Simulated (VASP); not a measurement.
Crystal: BP.

```
B P
1.0
     0.00000    2.26832    2.26832
     2.26832    0.00000    2.26832
     2.26832    2.26832    0.00000
B P
1 1
Direct
  0.00000 0.00000 0.00000
  0.25000 0.25000 0.25000
```

Program: VASP 6.6.1. Alike in all runs: task single point; potentials or basis VASP PAW PBE potentials, release 64 (B, P); no spin polarisation; cell as given; k mesh 6 × 6 × 6; cutoff (eV) 520; smearing gaussian 0.01 eV.

Task: Order these runs on this cell by their band gap on the k mesh, lowest first.
A. level PBE0; grid for exact exchange (PRECFOCK) Normal
B. level r2SCAN
C. level PBE

Result: C (1.33 eV), B (1.54 eV), A (2.79 eV).

A k mesh can miss the band edges.
